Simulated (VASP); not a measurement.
# Co (P6_3/mmc) in VASP: relaxation of cell and atoms with PBE

Aim: the relaxation of cell and atoms of Co with PBE.

Everything below comes from runs of VASP 6.6.1. Logs are shortened: lines on timing, memory, paths and dates and some standing lists are left out, and cuts for length are marked.

### Step 1. The cell of the first run

It takes space group P6_3/mmc (No. 194, hexagonal). Conventional cell: a = 2.507 Å, b = 2.507 Å, c = 4.070 Å, α = 90.00°, β = 90.00°, γ = 120.00°. Within 3.3 Å of Co (site symmetry -6m2) lie 12 Co at 2.50 to 2.51 Å.

### Step 2. Relaxation of cell and atoms, PBE, collinear spin, ferromagnetic start

INCAR reads:

```
SYSTEM = Co
PREC = Accurate
ENCUT = 600
EDIFF = 1E-7
ISMEAR = 0
SIGMA = 0.1
LREAL = .False.
LASPH = .True.
NELM = 150
ALGO = Normal
ISIF = 3
LWAVE = .False.
LCHARG = .False.
ISPIN = 2
MAGMOM = 1.93 1.93
LORBIT = 11
LMAXMIX = 4
GGA = PE
IBRION = 2
NSW = 90
EDIFFG = -0.02
```

KPOINTS reads:

```
Automatic mesh
0
Gamma
  18 18 10
  0 0 0
```

POSCAR reads:

```
Co
1.0
    2.5074000000      0.0000000000      0.0000000000
   -1.2537000000      2.1714720974      0.0000000000
    0.0000000000      0.0000000000      4.0699000000
Co
2
Direct
    0.3333333333      0.6666666667      0.2500000000
    0.6666666667      0.3333333333      0.7500000000
```

Potentials or basis: VASP PAW PBE potentials, release 64 (Co).

Started as:

```
cat potpaw_PBE.64/Co/POTCAR > POTCAR
mpirun -np 1 vasp_std > vasp.out
```

OUTCAR:

```text
SYSTEM = Co
   PREC = Accurate
   ENCUT = 600
   EDIFF = 1E-7
   ISMEAR = 0
   LREAL = .False.
   LASPH = .True.
   NELM = 150
   ISIF = 3
   ISPIN = 2
   LORBIT = 11
   GGA = PE
   IBRION = 2
   NSW = 90
   EDIFFG = -0.02

 ion  position               nearest neighbor table
   1  0.333  0.667  0.250-   2 2.50   2 2.50   2 2.50   2 2.50   2 2.50   2 2.50
   2  0.667  0.333  0.750-   1 2.50   1 2.50   1 2.50   1 2.50   1 2.50   1 2.50

  LATTYP: Found a hexagonal cell.
 ALAT       =     2.5074000000
 C/A-ratio  =     1.6231554598

  Lattice vectors:

 A1 = (   2.5074000000,   0.0000000000,   0.0000000000)
 A2 = (  -1.2537000000,   2.1714720974,   0.0000000000)
 A3 = (   0.0000000000,   0.0000000000,   4.0699000000)

Analysis of symmetry for initial positions (statically):
=====================================================================
 Subroutine PRICEL returns:
 Original cell was already a primitive cell.

 Routine SETGRP: Setting up the symmetry group for a
 hexagonal supercell.

 Subroutine GETGRP returns: Found 24 space group operations
 (whereof 12 operations were pure point group operations)
 out of a pool of 24 trial point group operations.

The static configuration has the point symmetry D_3d.
 The point group associated with its full space group is D_6h.

Analysis of symmetry for dynamics (positions and initial velocities):
=====================================================================
 Subroutine PRICEL returns:
 Original cell was already a primitive cell.

 Routine SETGRP: Setting up the symmetry group for a
 hexagonal supercell.

 Subroutine GETGRP returns: Found 24 space group operations
 (whereof 12 operations were pure point group operations)
 out of a pool of 24 trial point group operations.

The dynamic configuration has the point symmetry D_3d.
 The point group associated with its full space group is D_6h.

Analysis of structural, dynamic, and magnetic symmetry:
=====================================================================
 Subroutine PRICEL returns:
 Original cell was already a primitive cell.

 Routine SETGRP: Setting up the symmetry group for a
 hexagonal supercell.

 Subroutine GETGRP returns: Found 24 space group operations
 (whereof 12 operations were pure point group operations)
 out of a pool of 24 trial point group operations.

The overall configuration has the point symmetry D_3d.
 The point group associated with its full space group is D_6h.

 Subroutine INISYM returns: Found 24 space group operations
 (whereof 12 operations are pure point group operations),
 and found     1 'primitive' translations

----------------------------------------------------------------------------------------

                                     Primitive cell

  volume of cell :      22.1596
[... 102 lines left out ...]
   EMIN   =  10.00;   EMAX   =-10.00  energy-range for DOS
   EFERMI =   0.00;   METHOD = LEGACY
   ISMEAR =     0;   SIGMA  =   0.10  broadening in eV -4-tet -1-fermi 0-gaus
   EFERMI_NEDOS =   21; number of points for ismear=-14 and -15
   IALGO  =     38    algorithm
   IMIX   =      4    mixing-type and parameters
     AMIX     =   0.40;   BMIX     =  1.00
     AMIX_MAG =   1.60;   BMIX_MAG =  1.00
  volume/ion in A,a.u.               =      11.08        74.77
  Fermi-wavevector in a.u.,A,eV,Ry     =   1.527490  2.886538 31.745475  2.333227
  Thomas-Fermi vector in A             =   2.635379
   LORBIT       =     11    0 simple, 1 ext, 2 COOP (PROOUT), +10 PAW based schemes
   GGA     = PE    functional components
   LHFCALC =     F    Hartree Fock is set to
   AEXX    =    0.0000 exact exchange contribution
   IVDW    =     0    specifies the selected vdW correction
   LEPSILON=     F    determine dielectric tensor
   LRPA    =     F    only Hartree local field effects (RPA)
 conjugate gradient relaxation of ions
 spin polarized calculation
 Gauss-broadening in eV      SIGMA  =   0.10
  energy-cutoff  :      600.00
  volume of cell :       22.16
 maximum number of plane-waves:       764
 NGX is ok and might be reduce to    20
   NGX =  9   NGY =  9   NGZ = 17

--------------------------------------- Ionic step        1  -------------------------------------------

 number of electron      17.9999999 magnetization       3.2073176

 Free energy of the ion-electron system (eV)
  ---------------------------------------------------
  ext. energy  EPLUGINS =         0.00000000
  ---------------------------------------------------
  free energy    TOTEN  =       -14.06718484 eV

  energy without entropy =      -14.05854902  energy(sigma->0) =      -14.06286693

 E-fermi :   9.9653     XC(G=0): -13.2806

 val. band max:        9.9647857300   @ k =   0.1667   0.1667   0.2000
 cond. band min:       9.9728818231   @ k =   0.1111   0.0556   0.3000
 fundamental gap:      0.0080960931
 Fermi energy:         9.9652697968

 spin component 1

 k-point     1 :       0.0000    0.0000    0.0000
  band No.  band energies     occupation
      1       1.1825      1.00000
      2       4.9342      1.00000
      3       7.3701      1.00000
      4       7.4083      1.00000
      5       7.4083      1.00000
      6       7.7046      1.00000
      7       7.7046      1.00000
      8       8.0479      1.00000
      9       8.0479      1.00000
     10       9.0980      1.00000
     11       9.0980      1.00000
     12       9.8668      0.91814
[... 996 lines left out ...]
--------------------------------------- Ionic step        5  -------------------------------------------

 number of electron      17.9999995 magnetization       3.1845144

 Free energy of the ion-electron system (eV)
  ---------------------------------------------------
  ext. energy  EPLUGINS =         0.00000000
  ---------------------------------------------------
  free energy    TOTEN  =       -14.07606444 eV

  energy without entropy =      -14.06764259  energy(sigma->0) =      -14.07185352

 E-fermi :  10.3121     XC(G=0): -13.4282

 val. band max:       10.3104979160   @ k =   0.1111   0.0000   0.2000
 cond. band min:      10.3149512604   @ k =   0.1111   0.0556   0.2000
 fundamental gap:      0.0044533444
 Fermi energy:        10.3120622952

 spin component 1

 k-point     1 :       0.0000    0.0000    0.0000
  band No.  band energies     occupation
      1       1.3870      1.00000
      2       5.1731      1.00000
      3       7.7032      1.00000
      4       7.7253      1.00000
      5       7.7253      1.00000
      6       8.0383      1.00000
      7       8.0383      1.00000
      8       8.3860      1.00000
      9       8.3860      1.00000
     10       9.4901      1.00000
     11       9.4901      1.00000
     12      10.2386      0.85071
[... 882 lines left out ...]
  FREE ENERGIE OF THE ION-ELECTRON SYSTEM (eV)
  ---------------------------------------------------
  free  energy   TOTEN  =       -14.0760644406 eV

  energy  without entropy=      -14.0676425897  energy(sigma->0) =      -14.07185352

 reached required accuracy - stopping structural energy minimisation

 total charge

# of ion       s       p       d       tot
------------------------------------------
    1        0.490   0.524   7.267   8.281
    2        0.490   0.524   7.267   8.281
--------------------------------------------------
tot          0.980   1.049  14.534  16.562

 magnetization (x)

# of ion       s       p       d       tot
------------------------------------------
    1       -0.015  -0.056   1.684   1.613
    2       -0.015  -0.056   1.684   1.613
--------------------------------------------------
tot         -0.031  -0.112   3.368   3.225
```

OSZICAR:

```text
N       E                     dE             d eps       ncg     rms          rms(c)
DAV:   1     0.867195210939E+02    0.86720E+02   -0.91195E+03 13504   0.175E+03
DAV:   2    -0.137049190578E+02   -0.10042E+03   -0.93145E+02 13327   0.267E+02
[... 49 lines left out ...]
DAV:   1    -0.140763095297E+02   -0.30282E-03   -0.87486E-03 14979   0.807E-01    0.103E-01
DAV:   2    -0.140761253996E+02    0.18413E-03   -0.13498E-04 18232   0.214E-01    0.532E-02
DAV:   3    -0.140760626665E+02    0.62733E-04   -0.86721E-05 16357   0.112E-01    0.188E-02
DAV:   4    -0.140760651701E+02   -0.25036E-05   -0.73891E-06 15328   0.420E-02    0.413E-03
DAV:   5    -0.140760647246E+02    0.44550E-06   -0.49905E-07 16194   0.120E-02    0.266E-03
DAV:   6    -0.140760644814E+02    0.24324E-06   -0.14463E-07  7404   0.726E-03    0.135E-03
DAV:   7    -0.140760644406E+02    0.40778E-07   -0.64556E-08  6886   0.251E-03
   5 F= -.14076064E+02 E0= -.14071854E+02  d E =-.577828E-04  mag=     3.1845
```

CONTCAR:

```text
Co
   1.00000000000000
     2.4890922718232775    0.0000000000000000    0.0000000000000000
    -1.2445461359116388    2.1556171397144555    0.0000000000000000
     0.0000000000000000   -0.0000000000000000    4.0272893212341696
  Co
     2
Direct
     0.3333333332999970    0.6666666667000030    0.2500000000000000
     0.6666666667000030    0.3333333332999970    0.7500000000000000

  0.00000000E+00  0.00000000E+00  0.00000000E+00
  0.00000000E+00  0.00000000E+00  0.00000000E+00
```

Run time: 8.1 min. Hardware: 1 thread of Intel Xeon 8259CL, shared host; peak memory 0.27 GiB.

Results:

- Free energy: -14.0761 eV
- Relaxed volume: 10.80 Å³/atom
- Relaxed cell: a = 2.489 Å, b = 2.489 Å, c = 4.027 Å, α = 90.00°, β = 90.00°, γ = 120.00°
- Space group after relaxing (to 0.1 Å): P6_3/mmc (No. 194)
- Energy gained by relaxing: 4.4 meV/atom
- Ionic steps: 5
- Pressure after relaxing: 0.1 GPa
- Net moment: 3.18 μB per cell
- Site moments: Co +1.61 μB
- Valence electrons inside the program's atomic spheres: Co 8.28

Step by step:
```csv
step,energy change (eV),largest force (eV/Å),pressure (GPa),volume (Å³)
1,0.0000,0.0000,-5.04,22.16
2,0.0014,0.0000,6.04,21.06
3,-0.0088,0.0000,0.01,21.62
4,-0.0088,0.0000,0.12,21.61
5,-0.0089,0.0000,0.10,21.61
```

Final structure:
```
Co
1.0
     2.48909    0.00000    0.00000
    -1.24455    2.15562    0.00000
     0.00000    0.00000    4.02729
Co
2
Direct
  0.33333 0.66667 0.25000
  0.66667 0.33333 0.75000
```
